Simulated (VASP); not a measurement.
# SnB23N24 (a cell with a defect) in VASP: electric field gradients with PBE

Aim: the electric field gradients of SnB23N24 (a cell with a defect) with PBE.

Program: VASP 6.6.1. These are calculated values, not measurements. Logs are shortened: lines on timing, memory, paths and dates and some standing lists are left out, and cuts for length are marked.

## Step 1: The cell of the first run

The cell holds a defect, 48 atoms: a = 8.224 Å, b = 7.505 Å, c = 14.851 Å, α = 80.29°, β = 36.85°, γ = 62.86°.

## Step 2: Electric field gradients, PBE

INCAR

```
SYSTEM = SnB23N24
  ALGO = Normal
  EDIFF = 1E-8
  ENCUT = 520
  GGA = PE
  ISIF = 2
  ISMEAR = -1
  LASPH = .TRUE.
  LCHARG = .FALSE.
  LEFG = .TRUE.
  LREAL = Auto
  LWAVE = .FALSE.
  NBANDS = 132
  NELECT = 202.0
  NELM = 100
  PREC = Accurate
  SIGMA = 0.01
```

KPOINTS

```
k-points
0
G
  4 3 2
  0 0 0
```

POSCAR

```
SnB23N24
1.0
    0.0000000000      6.9906316600      4.3321824800
    3.7548963000      0.0000000000      6.4982737200
    5.0065284000     13.9812633200      0.0000000000
Sn B N
1 23 24
Direct
    0.0000243250      0.0000162167      0.2499878375
    0.0000243250      0.0000162167      0.4999878375
    0.0000243250      0.0000162167      0.7499878375
    0.0000243250      0.0000162167      0.9999878375
    0.0000243250      0.3333495500      0.2499878375
    0.0000243250      0.3333495500      0.4999878375
    0.0000243250      0.3333495500      0.7499878375
    0.0000243250      0.3333495500      0.9999878375
    0.0000243250      0.6666828833      0.2499878375
    0.0000243250      0.6666828833      0.4999878375
    0.0000243250      0.6666828833      0.7499878375
    0.0000243250      0.6666828833      0.9999878375
    0.5000243250      0.0000162167      0.2499878375
    0.5000243250      0.0000162167      0.4999878375
    0.5000243250      0.0000162167      0.7499878375
    0.5000243250      0.0000162167      0.9999878375
    0.5000243250      0.3333495500      0.2499878375
    0.5000243250      0.3333495500      0.4999878375
    0.5000243250      0.3333495500      0.7499878375
    0.5000243250      0.3333495500      0.9999878375
    0.5000243250      0.6666828833      0.2499878375
    0.5000243250      0.6666828833      0.4999878375
    0.5000243250      0.6666828833      0.7499878375
    0.5000243250      0.6666828833      0.9999878375
    0.3333256700      0.2222171133      0.0833371650
    0.3333256700      0.2222171133      0.3333371650
    0.3333256700      0.2222171133      0.5833371650
    0.3333256700      0.2222171133      0.8333371650
    0.3333256700      0.5555504467      0.0833371650
    0.3333256700      0.5555504467      0.3333371650
    0.3333256700      0.5555504467      0.5833371650
    0.3333256700      0.5555504467      0.8333371650
    0.3333256700      0.8888837800      0.0833371650
    0.3333256700      0.8888837800      0.3333371650
    0.3333256700      0.8888837800      0.5833371650
    0.3333256700      0.8888837800      0.8333371650
    0.8333256700      0.2222171133      0.0833371650
    0.8333256700      0.2222171133      0.3333371650
    0.8333256700      0.2222171133      0.5833371650
    0.8333256700      0.2222171133      0.8333371650
    0.8333256700      0.5555504467      0.0833371650
    0.8333256700      0.5555504467      0.3333371650
    0.8333256700      0.5555504467      0.5833371650
    0.8333256700      0.5555504467      0.8333371650
    0.8333256700      0.8888837800      0.0833371650
    0.8333256700      0.8888837800      0.3333371650
    0.8333256700      0.8888837800      0.5833371650
    0.8333256700      0.8888837800      0.8333371650
```

Potentials or basis: VASP PAW PBE potentials, release 64 (Sn_d, B, N).

Launch:

```bash
> cat potpaw_PBE.64/Sn_d/POTCAR potpaw_PBE.64/B/POTCAR potpaw_PBE.64/N/POTCAR > POTCAR
> mpirun -np 1 vasp_std > vasp.out
```

OUTCAR:

```text
SYSTEM = SnB23N24
   EDIFF = 1E-8
   ENCUT = 520
   GGA = PE
   ISIF = 2
   ISMEAR = -1
   LASPH = .TRUE.
   LREAL = Auto
   NELECT = 202.0
   NELM = 100
   PREC = Accurate

 ion  position               nearest neighbor table
   1  0.000  0.000  0.250-  46 1.44  38 1.44  33 1.44   5 2.50  16 2.50  14 2.50   9 2.50  18 2.50
                            24 2.50
   2  0.000  0.000  0.500-  47 1.44  39 1.44  34 1.44
   3  0.000  0.000  0.750-  48 1.44  40 1.44  35 1.44
   4  0.000  0.000  1.000-  45 1.44  37 1.44  36 1.44
   5  0.000  0.333  0.250-  38 1.44  25 1.44  42 1.44   1 2.50
   6  0.000  0.333  0.500-  39 1.44  26 1.44  43 1.44
   7  0.000  0.333  0.750-  40 1.44  27 1.44  44 1.44
   8  0.000  0.333  1.000-  37 1.44  28 1.44  41 1.44
   9  0.000  0.667  0.250-  42 1.44  29 1.44  46 1.44   1 2.50
  10  0.000  0.667  0.500-  43 1.44  30 1.44  47 1.44
  11  0.000  0.667  0.750-  44 1.44  31 1.44  48 1.44
  12  0.000  0.667  1.000-  41 1.44  32 1.44  45 1.44
  13  0.500  0.000  0.250-  34 1.44  26 1.44  45 1.44
  14  0.500  0.000  0.500-  35 1.44  27 1.44  46 1.44   1 2.50
  15  0.500  0.000  0.750-  36 1.44  28 1.44  47 1.44
  16  0.500  0.000  1.000-  33 1.44  25 1.44  48 1.44   1 2.50
  17  0.500  0.333  0.250-  26 1.44  37 1.44  30 1.44
[... 29 lines left out ...]
  47  0.833  0.889  0.583-   2 1.44  15 1.44  10 1.44
  48  0.833  0.889  0.833-   3 1.44  16 1.44  11 1.44

  LATTYP: Found a triclinic cell.
 ALAT       =     8.2241556433
 B/A-ratio  =     1.0001729121
 C/A-ratio  =     1.2167601689
 COS(alpha) =     0.0003789236
 COS(beta)  =     0.4560955688
 COS(gamma) =     0.5836798837

  Lattice vectors:

 A1 = (   0.0000000000,   6.9906316600,   4.3321824800)
 A2 = (  -3.7548963000,   6.9906316600,  -2.1660912400)
 A3 = (  -5.0065284000,   0.0000000000,   8.6643649600)

Analysis of symmetry for initial positions (statically):
=====================================================================
 Subroutine PRICEL returns:
 Original cell was already a primitive cell.

 Routine SETGRP: Setting up the symmetry group for a
 triclinic supercell.

 Subroutine GETGRP returns: Found  1 space group operations
 (whereof  1 operations were pure point group operations)
 out of a pool of  2 trial point group operations.

The static configuration has the point symmetry C_1 .

Analysis of symmetry for dynamics (positions and initial velocities):
=====================================================================
 Subroutine PRICEL returns:
 Original cell was already a primitive cell.

 Routine SETGRP: Setting up the symmetry group for a
 triclinic supercell.

 Subroutine GETGRP returns: Found  1 space group operations
 (whereof  1 operations were pure point group operations)
 out of a pool of  2 trial point group operations.

The dynamic configuration has the point symmetry C_1 .

 Subroutine INISYM returns: Found  1 space group operations
 (whereof  1 operations are pure point group operations),
 and found     1 'primitive' translations

----------------------------------------------------------------------------------------

                                     Primitive cell

  volume of cell :     454.8635

  direct lattice vectors                    reciprocal lattice vectors
     0.000000000  6.990631660  4.332182480    -0.199739205  0.071524295  0.115415268
     3.754896300  0.000000000  6.498273720     0.133159470 -0.047682863  0.076943512
     5.006528400 13.981263320  0.000000000     0.099869602  0.035762147 -0.057707634

  length of vectors
     8.224155643  7.505118757 14.850624588     0.241520514  0.161013676  0.120760257

  position of ions in fractional coordinates (direct lattice)
     0.000024325  0.000016217  0.249987838
     0.000024325  0.000016217  0.499987838
     0.000024325  0.000016217  0.749987838
     0.000024325  0.000016217  0.999987838
     0.000024325  0.333349550  0.249987838
     0.000024325  0.333349550  0.499987838
[... 40 lines left out ...]
     0.833325670  0.888883780  0.583337165
     0.833325670  0.888883780  0.833337165

  ion indices of the primitive-cell ions
   primitive index   ion index
                 1           1
                 2           2
                 3           3
                 4           4
                 5           5
                 6           6
[... 113 lines left out ...]
   PSTRESS=    0.0 pullay stress
   NELECT =     202.0000    total number of electrons
   NUPDOWN=      -1.0000    fix difference up-down
   EMIN   =  10.00;   EMAX   =-10.00  energy-range for DOS
   EFERMI =   0.00;   METHOD = LEGACY
   ISMEAR =    -1;   SIGMA  =   0.01  broadening in eV -4-tet -1-fermi 0-gaus
   EFERMI_NEDOS =   21; number of points for ismear=-14 and -15
   IALGO  =     38    algorithm
   IMIX   =      4    mixing-type and parameters
     AMIX     =   0.40;   BMIX     =  1.00
     AMIX_MAG =   1.60;   BMIX_MAG =  1.00
  volume/ion in A,a.u.               =       9.48        63.95
  Fermi-wavevector in a.u.,A,eV,Ry     =   1.249007  2.360281 21.225345  1.560019
  Thomas-Fermi vector in A             =   2.383068
   LORBIT       =      0    0 simple, 1 ext, 2 COOP (PROOUT), +10 PAW based schemes
   GGA     = PE    functional components
   LHFCALC =     F    Hartree Fock is set to
   AEXX    =    0.0000 exact exchange contribution
   IVDW    =     0    specifies the selected vdW correction
   LEPSILON=     F    determine dielectric tensor
   LRPA    =     F    only Hartree local field effects (RPA)
 non-spin polarized calculation
  energy-cutoff  :      520.00
  volume of cell :      454.86
 maximum number of plane-waves:     12272
 NGX is ok and might be reduce to    64
   NGX = 31   NGY = 27   NGZ = 55

 number of electron     201.9999998 magnetization

 Free energy of the ion-electron system (eV)
  ---------------------------------------------------
  ext. energy  EPLUGINS =         0.00000000
  ---------------------------------------------------
  free energy    TOTEN  =      -393.89841066 eV

  energy without entropy =     -393.89841066  energy(sigma->0) =     -393.89841066

 E-fermi :   2.9309     XC(G=0):  -9.8364

 val. band max:        2.6445341372   @ k =   0.0000   0.0000   0.5000
 cond. band min:       6.4210413212   @ k =  -0.0000   0.3333  -0.0000
 fundamental gap:      3.7765071840
 Fermi energy:         2.9309286714

 k-point     1 :       0.0000    0.0000    0.0000
  band No.  band energies     occupation
      1     -21.7956      2.00000
      2     -21.7893      2.00000
      3     -21.3704      2.00000
      4     -19.1218      2.00000
      5     -19.1216      2.00000
      6     -15.4861      2.00000
[... 1613 lines left out ...]
    112       8.2832      0.00000
    113       8.3497      0.00000
 [bands above 113 left out]

------------------------ aborting loop because EDIFF is reached ----------------------------------------

  FORCE on cell =-STRESS in cart. coord.  units (eV):
  Direction    XX          YY          ZZ          XY          YZ          ZX
  --------------------------------------------------------------------------------------
  -------------------------------------------------------------------------------------
  Total      108.2016644     -4.5782584    108.2836452     -0.0391948      0.0162742      0.0576460
  in kB      381.1214777    -16.1261162    381.4102410     -0.1380568      0.0573232      0.2030480
  external PRESSURE =     248.8018675 kB  Pullay stress =       0.0000000 kB

 VOLUME and BASIS-vectors are now :
 -----------------------------------------------------------------------------
  energy-cutoff  :      520.00
  volume of cell :      454.86
      direct lattice vectors                 reciprocal lattice vectors
     0.000000000  6.990631660  4.332182480    -0.199739205  0.071524295  0.115415268
     3.754896300  0.000000000  6.498273720     0.133159470 -0.047682863  0.076943512
     5.006528400 13.981263320  0.000000000     0.099869602  0.035762147 -0.057707634

 POSITION                                       TOTAL-FORCE (eV/Angst)
 -----------------------------------------------------------------------------------
      1.25163      3.49532      0.00021         0.014848     -0.000967      0.155327
      2.50326      6.99063      0.00021         0.288894      0.210029     -0.063213
      3.75490     10.48595      0.00021        -0.019343      0.000162     -0.030223
      5.00653     13.98126      0.00021        -0.280113     -0.206216      0.028981
      2.50326      3.49532      2.16630         1.464137     -0.001791      1.194922
      3.75490      6.99063      2.16630         0.202854      0.011003     -0.057766
[... 40 lines left out ...]
      6.25816     13.98126      9.38633        -0.102454     -0.133706      0.077299
      7.50979     17.47658      9.38633         0.297720      0.001902     -0.073778
 -----------------------------------------------------------------------------------
    total drift:                                0.005130     -0.003404     -0.000266

  FREE ENERGIE OF THE ION-ELECTRON SYSTEM (eV)
  ---------------------------------------------------
  free  energy   TOTEN  =      -393.8984106594 eV

  energy  without entropy=     -393.8984106594  energy(sigma->0) =     -393.89841066

 Electric field gradients (V/A^2)
---------------------------------------------------------------------
 ion       V_xx      V_yy      V_zz      V_xy      V_xz      V_yz
---------------------------------------------------------------------
   1    -787.294  1575.474  -788.180     0.081     0.086    -0.074
   2     -17.311    34.922   -17.611     0.056    -0.453     0.004
   3     -17.645    35.461   -17.815    -0.002     0.131     0.001
   4     -17.448    34.835   -17.386     0.055     0.456    -0.014
   5     -19.109    35.157   -16.048     0.002     0.436     0.001
   6     -17.430    35.164   -17.734     0.044    -0.348    -0.020
[... 40 lines left out ...]
  47      -2.780     5.151    -2.370     0.666    -0.063    -0.893
  48      -1.156     4.115    -2.959     0.079    -0.727    -0.012
---------------------------------------------------------------------

 Electric field gradients after diagonalization (V/A^2)
 (convention: |V_zz| > |V_xx| > |V_yy|)
----------------------------------------------------------------------
 ion       V_xx      V_yy      V_zz     asymmetry (V_yy - V_xx)/ V_zz
----------------------------------------------------------------------
   1    -788.189  -787.286  1575.474       0.001
   2     -17.938   -16.984    34.922       0.027
   3     -17.887   -17.574    35.461       0.009
   4     -17.874   -16.960    34.835       0.026
   5     -19.170   -15.987    35.157       0.091
   6     -17.962   -17.202    35.164       0.022
[... 40 lines left out ...]
  47      -2.836    -2.474     5.311       0.068
  48      -3.215    -0.901     4.116       0.562
----------------------------------------------------------------------

           NMR quadrupolar parameters

 Cq : quadrupolar parameter    Cq=e*Q*V_zz/h
 eta: asymmetry parameters     (V_yy - V_xx)/ V_zz
 Q  : nuclear electric quadrupole moment in mb (millibarn)
----------------------------------------------------------------------
 ion       Cq(MHz)       eta       Q (mb)
----------------------------------------------------------------------
   1       3.809       0.001       1.000
   2       0.084       0.027       1.000
   3       0.086       0.009       1.000
   4       0.084       0.026       1.000
   5       0.085       0.091       1.000
   6       0.085       0.022       1.000
[... 40 lines left out ...]
  47       0.013       0.068       1.000
  48       0.010       0.562       1.000
----------------------------------------------------------------------
```

Run time: 64 min. Hardware: 1 thread of Intel Xeon Platinum 8488C (Sapphire Rapids), shared host; peak memory 1.1 GiB.

What came out:

| Item | Value |
| --- | --- |
| Free energy | -393.8984 eV |
| Largest force | 43.227 eV/Å |
| Largest electric field gradient by atom | Sn +1575.5; B +34.9, +35.5, +34.8, +35.2, +35.1, +35.6, +35.0, +34.6, +35.7 (each value once); N -3.2, +5.6, -2.7, +4.6, +5.9, +3.7, +4.4, -29.6, +7.3, +3.8, +4.7, +7.6, -29.4, +3.5, +4.9, +4.2, +4.1, +5.7, -29.5, +5.3 (each value once) V/Å² |

Forces in eV/Å, atoms in the order of the input:
```
Sn    0.015  -0.001   0.155
B     0.289   0.210  -0.063
B    -0.019   0.000  -0.030
B    -0.280  -0.206   0.029
B     1.464  -0.002   1.195
B     0.203   0.011  -0.058
B     0.339  -0.004  -0.195
B    -0.106  -0.075   0.275
B    -0.287   0.001  -1.857
B     0.108   0.095  -0.194
B     0.044   0.006   0.047
B    -0.216  -0.010   0.069
B    -0.021  -0.017   0.132
B     0.389   0.009  -1.988
B     0.080  -0.001  -0.018
B    -1.655  -0.010   1.300
B     0.100  -0.183  -0.053
B     1.912   0.011   0.670
B     0.068   0.002   0.022
B    -0.442  -0.019   0.278
B    -0.197   0.184   0.018
B     0.135   0.019  -0.064
B    -0.028  -0.008  -0.045
B    -1.891  -0.009   0.763
N     0.124   0.010  -0.746
N    -0.122   0.098   0.051
N    -0.754  -0.004   0.426
N     0.042   0.015  -0.092
N     0.682   0.012   0.267
N    -0.049  -0.078   0.055
N    -0.177  -0.013  -0.163
N     0.066   0.018  -0.043
N   -37.371   0.006  21.518
N    -0.042  -0.303  -0.032
N     0.032  -0.012   0.244
N     0.110   0.058  -0.025
N     0.071   0.299  -0.105
N    37.350  -0.007  21.592
N    -0.134  -0.057   0.006
N     0.200   0.012  -0.027
N     0.094  -0.024  -0.100
N    -0.372  -0.008   0.212
N    -0.076  -0.002   0.058
N     0.051   0.004  -0.243
N     0.146   0.110  -0.019
N    -0.067  -0.005 -43.227
N    -0.102  -0.134   0.077
N     0.298   0.002  -0.074
```

Electric field gradients, principal values (V/Å²):
| atom | least | middle | greatest (by size) |
| --- | --- | --- | --- |
| 1 Sn | -787.286 | -788.189 | 1575.474 |
| 2 B | -16.984 | -17.938 | 34.922 |
| 3 B | -17.574 | -17.887 | 35.461 |
| 4 B | -16.960 | -17.874 | 34.835 |
| 5 B | -15.987 | -19.170 | 35.157 |
| 6 B | -17.202 | -17.962 | 35.164 |
| 7 B | -16.313 | -18.744 | 35.057 |
| 8 B | -17.057 | -17.996 | 35.053 |
| 9 B | -15.974 | -19.191 | 35.164 |
| 10 B | -17.163 | -17.931 | 35.094 |
| 11 B | -17.632 | -17.969 | 35.602 |
| 12 B | -17.181 | -17.936 | 35.117 |
| 13 B | -17.282 | -17.704 | 34.986 |
| 14 B | -15.671 | -19.371 | 35.042 |
| 15 B | -17.416 | -17.747 | 35.163 |
| 16 B | -15.826 | -19.129 | 34.954 |
| 17 B | -17.252 | -17.596 | 34.848 |
| 18 B | -15.714 | -19.362 | 35.075 |
| 19 B | -17.470 | -17.700 | 35.171 |
| 20 B | -15.924 | -18.711 | 34.635 |
| 21 B | -17.152 | -17.737 | 34.889 |
| 22 B | -17.430 | -18.269 | 35.699 |
| 23 B | -17.478 | -17.717 | 35.196 |
| 24 B | -15.903 | -19.053 | 34.956 |
| 25 N | 1.471 | 1.728 | -3.198 |
| 26 N | -2.163 | -3.477 | 5.640 |
| 27 N | 1.155 | 1.515 | -2.670 |
| 28 N | -1.748 | -2.825 | 4.573 |
| 29 N | 1.414 | 1.778 | -3.191 |
| 30 N | -2.461 | -3.436 | 5.898 |
| 31 N | -1.027 | -2.699 | 3.726 |
| 32 N | -1.832 | -2.552 | 4.384 |
| 33 N | 7.505 | 22.096 | -29.601 |
| 34 N | -3.360 | -3.920 | 7.279 |
| 35 N | -1.048 | -2.766 | 3.815 |
| 36 N | -1.674 | -3.030 | 4.704 |
| 37 N | -3.503 | -4.140 | 7.643 |
| 38 N | 7.431 | 21.937 | -29.368 |
| 39 N | -1.958 | -2.625 | 4.583 |
| 40 N | -0.248 | -3.242 | 3.489 |
| 41 N | -2.178 | -2.746 | 4.924 |
| 42 N | -1.771 | -2.791 | 4.562 |
| 43 N | -1.923 | -2.304 | 4.226 |
| 44 N | -0.889 | -3.200 | 4.090 |
| 45 N | -2.493 | -3.197 | 5.689 |
| 46 N | 7.485 | 21.970 | -29.455 |
| 47 N | -2.474 | -2.836 | 5.311 |
| 48 N | -0.901 | -3.215 | 4.116 |

Caveat: the cell carries a net charge on a neutralising background, which shifts energy and pressure; the cell is charged against a uniform background, so pressure and absolute levels hang on convention; atoms lie so close that the PAW spheres overlap strongly, which falsifies energies and pressures; without QUAD_EFG the Cq values of the log hold for a quadrupole moment of 1 mb, not for the nuclei; spin-orbit coupling is left out, which moves the levels of the heavy elements.
